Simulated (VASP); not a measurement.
# NbP in VASP: relaxation of the atoms with PBEsol

Aim: the relaxation of the atoms of NbP with PBEsol.

Program: VASP 6.6.1. These are calculated values, not measurements. Logs are shortened: lines on timing, memory, paths and dates and some standing lists are left out, and cuts for length are marked.

## Step 1: The cell of the first run

The cell holds a slab with vacuum, 8 atoms: a = 3.320 Å, b = 3.320 Å, c = 24.396 Å, α = 90.00°, β = 90.00°, γ = 90.00°.

## Step 2: Relaxation of the atoms, PBEsol

The input, INCAR:

```
SYSTEM = NbP
PREC = Accurate
ENCUT = 520
EDIFF = 1E-6
ISMEAR = 0
SIGMA = 0.1
LREAL = .FALSE.
LASPH = .TRUE.
NELM = 80
ALGO = Normal
ISIF = 2
LWAVE = .FALSE.
LCHARG = .FALSE.
LDIPOL = .TRUE.
IDIPOL = 3
DIPOL = 0.5 0.5 0.500
GGA = PS
IBRION = 2
NSW = 80
EDIFFG = -0.02
KPAR = 4
```

The input, KPOINTS:

```
Automatic mesh
0
G
  10 10 1
  0 0 0
```

The input, POSCAR:

```
NbP
1.0
    3.3202500350      0.0000000000      0.0000000000
    0.0000000000      3.3202500350      0.0000000000
    0.0000000000      0.0000000000     24.3964668336
Nb P
4 4
Direct
    0.5000000000      0.5000000000      0.3074215644
    0.0000000000      0.5000000000      0.4231185214
    0.0000000000      0.0000000000      0.5388154783
    0.5000000000      0.0000000000      0.6545124353
    0.0000000000      0.0000000000      0.3454875647
    0.5000000000      0.0000000000      0.4611845217
    0.5000000000      0.5000000000      0.5768814786
    0.0000000000      0.5000000000      0.6925784356
```

Potentials or basis: VASP PAW PBE potentials, release 64 (Nb_sv, P).

The run is started by

```bash
$ cat potpaw_PBE.64/Nb_sv/POTCAR potpaw_PBE.64/P/POTCAR > POTCAR
$ mpirun -np 4 vasp_std > vasp.out
```

OUTCAR:

```text
SYSTEM = NbP
   PREC = Accurate
   ENCUT = 520
   EDIFF = 1E-6
   ISMEAR = 0
   LREAL = .FALSE.
   LASPH = .TRUE.
   NELM = 80
   ISIF = 2
   GGA = PS
   IBRION = 2
   NSW = 80
   EDIFFG = -0.02

 ion  position               nearest neighbor table
   1  0.500  0.500  0.307-   5 2.52   5 2.52   5 2.52   5 2.52
   2  0.000  0.500  0.423-   5 2.52   5 2.52   6 2.52   6 2.52   6 2.52   6 2.52
   3  0.000  0.000  0.539-   6 2.52   6 2.52   7 2.52   7 2.52   7 2.52   7 2.52
   4  0.500  0.000  0.655-   7 2.52   7 2.52   8 2.52   8 2.52   8 2.52   8 2.52
   5  0.000  0.000  0.345-   2 2.52   2 2.52   1 2.52   1 2.52   1 2.52   1 2.52
   6  0.500  0.000  0.461-   3 2.52   3 2.52   2 2.52   2 2.52   2 2.52   2 2.52
   7  0.500  0.500  0.577-   4 2.52   4 2.52   3 2.52   3 2.52   3 2.52   3 2.52
   8  0.000  0.500  0.693-   4 2.52   4 2.52   4 2.52   4 2.52

  LATTYP: Found a simple tetragonal cell.
 ALAT       =     3.3202500350
 C/A-ratio  =     7.3477800095

  Lattice vectors:

 A1 = (   3.3202500350,   0.0000000000,   0.0000000000)
 A2 = (   0.0000000000,   3.3202500350,   0.0000000000)
 A3 = (   0.0000000000,   0.0000000000,  24.3964668336)

Analysis of symmetry for initial positions (statically):
=====================================================================
 Subroutine PRICEL returns:
 Original cell was already a primitive cell.

 Routine SETGRP: Setting up the symmetry group for a
 simple tetragonal supercell.

 Subroutine GETGRP returns: Found  4 space group operations
 (whereof  4 operations were pure point group operations)
 out of a pool of 16 trial point group operations.

The static configuration has the point symmetry C_2v.

Analysis of symmetry for dynamics (positions and initial velocities):
=====================================================================
 Subroutine PRICEL returns:
 Original cell was already a primitive cell.

 Routine SETGRP: Setting up the symmetry group for a
 simple tetragonal supercell.

 Subroutine GETGRP returns: Found  4 space group operations
 (whereof  4 operations were pure point group operations)
 out of a pool of 16 trial point group operations.

The dynamic configuration has the point symmetry C_2v.

 Subroutine INISYM returns: Found  4 space group operations
 (whereof  4 operations are pure point group operations),
 and found     1 'primitive' translations

----------------------------------------------------------------------------------------

                                     Primitive cell

  volume of cell :     268.9481

  direct lattice vectors                    reciprocal lattice vectors
     3.320250035  0.000000000  0.000000000     0.301182137  0.000000000  0.000000000
     0.000000000  3.320250035  0.000000000     0.000000000  0.301182137  0.000000000
     0.000000000  0.000000000 24.396466834     0.000000000  0.000000000  0.040989542

  length of vectors
     3.320250035  3.320250035 24.396466834     0.301182137  0.301182137  0.040989542

  position of ions in fractional coordinates (direct lattice)
     0.500000000  0.500000000  0.307421564
     0.000000000  0.500000000  0.423118521
     0.000000000  0.000000000  0.538815478
     0.500000000  0.000000000  0.654512435
     0.000000000  0.000000000  0.345487565
     0.500000000  0.000000000  0.461184522
     0.500000000  0.500000000  0.576881479
     0.000000000  0.500000000  0.692578436

  ion indices of the primitive-cell ions
   primitive index   ion index
                 1           1
                 2           2
                 3           3
                 4           4
                 5           5
                 6           6
                 7           7
                 8           8

----------------------------------------------------------------------------------------

 KPOINTS: Automatic mesh

Automatic generation of k-mesh.
 Grid dimensions read from file:
 generate k-points for:   10   10    1

 Generating k-lattice:

  Cartesian coordinates                     Fractional coordinates (reciprocal lattice)
     0.030118214  0.000000000  0.000000000     0.100000000  0.000000000  0.000000000
     0.000000000  0.030118214  0.000000000     0.000000000  0.100000000  0.000000000
     0.000000000  0.000000000  0.040989542     0.000000000  0.000000000  1.000000000

  Length of vectors
     0.030118214  0.030118214  0.040989542

  Shift w.r.t. Gamma in fractional coordinates (k-lattice)
     0.000000000  0.000000000  0.000000000

 Subroutine IBZKPT returns following result:
 ===========================================

 Found     36 irreducible k-points:

 Following reciprocal coordinates:
            Coordinates               Weight
  0.000000  0.000000  0.000000      1.000000
  0.100000  0.000000  0.000000      2.000000
  0.000000  0.100000  0.000000      2.000000
  0.200000  0.000000  0.000000      2.000000
  0.000000  0.200000  0.000000      2.000000
  0.300000  0.000000  0.000000      2.000000
[... 16 lines left out ...]
 -0.200000  0.300000  0.000000      4.000000
  0.400000  0.200000  0.000000      4.000000
 [... further k-points ...]
   k-points           NKPTS =     36   k-points in BZ     NKDIM =     36   number of bands    NBANDS=     43
   number of dos      NEDOS =    301   number of ions     NIONS =      8
   total plane-waves  NPLWV = 150528
   dimension x,y,z NGX =    28 NGY =   28 NGZ =  192
   dimension x,y,z NGXF=    56 NGYF=   56 NGZF=  384
   ions per type =               4   4
   NGX,Y,Z   is equivalent  to a cutoff of  14.02, 14.02, 13.08 a.u.
   NGXF,Y,Z  is equivalent  to a cutoff of  28.04, 28.04, 26.17 a.u.
 SYSTEM =  NbP
   PREC   = accura    normal or accurate (medium, high low for compatibility)
   ISTART =      0    job   : 0-new  1-cont  2-samecut
   ICHARG =      2    charge: 1-file 2-atom 10-const
   ISPIN  =      1    spin polarized calculation?
   LNONCOLLINEAR =      F non collinear calculations
   LSORBIT =      F    spin-orbit coupling
   LASPH  =      T    aspherical Exc in radial PAW
   ENCUT  =  520.0 eV  38.22 Ry    6.18 a.u.   6.17  6.17 45.36*2*pi/ulx,y,z
   NELM   =     80;   NELMIN=  2; NELMDL= -5     # of ELM steps
   EDIFF  = 0.1E-05   stopping-criterion for ELM
   LREAL  =      F    real-space projection
   EDIFFG = -.2E-01   stopping-criterion for IOM
   NSW    =     80    number of steps for IOM
   IBRION =      2    ionic relax: 0-MD 1-quasi-New 2-CG
   NFREE  =      1    steps in history (QN), initial steepest desc. (CG)
   ISIF   =      2    stress and relaxation
   ISYM   =      2    0-nonsym 1-usesym 2-fastsym
   POTIM  = 0.5000    time-step for ionic-motion
   TEBEG  =    0.0;   TEEND  =   0.0 temperature during run
   PSTRESS=    0.0 pullay stress
   NELECT =      72.0000    total number of electrons
   NUPDOWN=      -1.0000    fix difference up-down
   EMIN   =  10.00;   EMAX   =-10.00  energy-range for DOS
   EFERMI =   0.00;   METHOD = LEGACY
   ISMEAR =     0;   SIGMA  =   0.10  broadening in eV -4-tet -1-fermi 0-gaus
   EFERMI_NEDOS =   21; number of points for ismear=-14 and -15
   IALGO  =     38    algorithm
   IMIX   =      4    mixing-type and parameters
     AMIX     =   0.40;   BMIX     =  1.00
     AMIX_MAG =   1.60;   BMIX_MAG =  1.00
  volume/ion in A,a.u.               =      33.62       226.87
  Fermi-wavevector in a.u.,A,eV,Ry     =   1.055106  1.993862 15.146672  1.113249
  Thomas-Fermi vector in A             =   2.190292
   LORBIT       =      0    0 simple, 1 ext, 2 COOP (PROOUT), +10 PAW based schemes
   GGA     = PS    functional components
   LHFCALC =     F    Hartree Fock is set to
   AEXX    =    0.0000 exact exchange contribution
   IVDW    =     0    specifies the selected vdW correction
   LEPSILON=     F    determine dielectric tensor
   LRPA    =     F    only Hartree local field effects (RPA)
 conjugate gradient relaxation of ions
 non-spin polarized calculation
 Gauss-broadening in eV      SIGMA  =   0.10
  energy-cutoff  :      520.00
  volume of cell :      268.95
 maximum number of plane-waves:      7312
 NGX is ok and might be reduce to    28
   NGX = 13   NGY = 13   NGZ = 91

 dipolmoment           0.000000      0.000000     -0.111535 electrons x Angstroem

--------------------------------------- Ionic step        1  -------------------------------------------

 number of electron      71.9999999 magnetization

 Free energy of the ion-electron system (eV)
  ---------------------------------------------------
  ext. energy  EPLUGINS =         0.00000000
  ---------------------------------------------------
  free energy    TOTEN  =       -72.16133780 eV

  energy without entropy =      -72.13164122  energy(sigma->0) =      -72.14648951

------------------------ aborting loop because EDIFF is reached ----------------------------------------

  FORCE on cell =-STRESS in cart. coord.  units (eV):
  Direction    XX          YY          ZZ          XY          YZ          ZX
  --------------------------------------------------------------------------------------
  -------------------------------------------------------------------------------------
  Total       -4.2332257     -3.8588667     -1.8057332      0.0000000      0.0000000      0.0000000
  in kB      -25.2181658    -22.9880349    -10.7571110      0.0000000      0.0000000      0.0000000
  external PRESSURE =     -19.6544372 kB  Pullay stress =       0.0000000 kB
[... 107 lines left out ...]
  FREE ENERGIE OF THE ION-ELECTRON SYSTEM (eV)
  ---------------------------------------------------
  free  energy   TOTEN  =       -72.2213559046 eV

  energy  without entropy=      -72.1936424867  energy(sigma->0) =      -72.20749920

[... ionic steps 4 to 12 ...]

--------------------------------------- Ionic step       13  -------------------------------------------

 number of electron      72.0000003 magnetization

------------------------ aborting loop because EDIFF is reached ----------------------------------------
[... 79 lines left out ...]
--------------------------------------- Ionic step       15  -------------------------------------------

 number of electron      72.0000003 magnetization

 dipolmoment           0.000000      0.000000      0.071106 electrons x Angstroem

 Free energy of the ion-electron system (eV)
  ---------------------------------------------------
  ext. energy  EPLUGINS =         0.00000000
  ---------------------------------------------------
  free energy    TOTEN  =       -72.22818259 eV

  energy without entropy =      -72.20086119  energy(sigma->0) =      -72.21452189

 E-fermi :   2.5273     XC(G=0):  -6.4391

 val. band max:        2.5130874048   @ k =  -0.1000   0.4000   0.0000
 cond. band min:       2.5362743248   @ k =  -0.2000   0.4000   0.0000
 fundamental gap:      0.0231869200
 Fermi energy:         2.5272792957

 k-point     1 :       0.0000    0.0000    0.0000
  band No.  band energies     occupation
      1     -52.2652      2.00000
      2     -52.2195      2.00000
      3     -52.0462      2.00000
      4     -52.0071      2.00000
      5     -28.4929      2.00000
      6     -28.4548      2.00000
[... 1093 lines left out ...]
     42       5.0450      0.00000
     43       5.2660      0.00000

 [... further k-points ...]

------------------------ aborting loop because EDIFF is reached ----------------------------------------

 vacuum level on the upper side and lower side of the slab       (xc-potential included)         0.565        -0.583

  FORCE on cell =-STRESS in cart. coord.  units (eV):
  Direction    XX          YY          ZZ          XY          YZ          ZX
  --------------------------------------------------------------------------------------
  -------------------------------------------------------------------------------------
  Total       -2.6755787     -2.3696128     -0.0529172      0.0000000      0.0000000      0.0000000
  in kB      -15.9389532    -14.1162537     -0.3152381      0.0000000      0.0000000      0.0000000
  external PRESSURE =     -10.1234816 kB  Pullay stress =       0.0000000 kB
[... 23 lines left out ...]
  FREE ENERGIE OF THE ION-ELECTRON SYSTEM (eV)
  ---------------------------------------------------
  free  energy   TOTEN  =       -72.2281825891 eV

  energy  without entropy=      -72.2008611878  energy(sigma->0) =      -72.21452189

 reached required accuracy - stopping structural energy minimisation

 vacuum level on the upper side and lower side of the slab         7.858         6.690
```

Run time: 16 min. Hardware: 4 MPI ranks of Intel Xeon Platinum 8488C (Sapphire Rapids), shared host; peak memory 0.62 GiB.

Results:

```yaml
Free_energy: -72.2282 eV
Energy_gained_by_relaxing: 8.4 meV/atom
Ionic_steps: 15
Largest_force_after_relaxing: 0.007 eV/Å
Band_gap_on_the_k_mesh: zero (bands 36 and 37 overlap by 1.18 eV)
```

Forces on the atoms (eV/Å):
```
Nb   0.000  0.000 -0.003
Nb   0.000  0.000  0.004
Nb   0.000  0.000 -0.003
Nb   0.000  0.000  0.005
P    0.000  0.000 -0.002
P    0.000  0.000  0.003
P    0.000  0.000  0.004
P    0.000  0.000 -0.007
```

The path:
| step | energy change (eV) | largest force (eV/Å) | pressure (GPa) |
| --- | --- | --- | --- |
| 1 | 0.0000 | 1.0102 | -1.97 |
| 2 | -0.0574 | 0.3325 | -1.56 |
| 3 | -0.0600 | 0.2855 | -1.44 |
| 4 | -0.0642 | 0.0971 | -1.34 |
| 5 | -0.0644 | 0.0985 | -1.31 |
| 6 | -0.0653 | 0.0487 | -1.27 |
| 7 | -0.0655 | 0.0788 | -1.23 |
| 8 | -0.0661 | 0.0361 | -1.19 |
| 9 | -0.0664 | 0.0483 | -1.14 |
| 10 | -0.0664 | 0.0541 | -1.12 |
| 11 | -0.0667 | 0.0329 | -1.06 |
| 12 | -0.0667 | 0.0345 | -1.05 |
| 13 | -0.0667 | 0.0369 | -1.02 |
| 14 | -0.0667 | 0.0345 | -1.04 |
| 15 | -0.0668 | 0.0074 | -1.01 |

Final structure:
```xyz
8
Lattice="3.3203 0.0000 0.0000 0.0000 3.3203 0.0000 0.0000 0.0000 24.3965" Properties=species:S:1:pos:R:3 pbc="T T T"
Nb    1.6601    1.6601    7.5971
Nb    0.0000    1.6601   10.3102
Nb    0.0000    0.0000   13.1272
Nb    1.6601    0.0000   15.9705
P     0.0000    0.0000    8.4103
P     1.6601    0.0000   11.2468
P     1.6601    1.6601   14.0678
P     0.0000    1.6601   16.8559
```

Caveat: the PAW data sets were made with another functional, which shifts forces and pressure a little.

The gap in the log of VASP goes by the Fermi energy; the results here count the filled bands.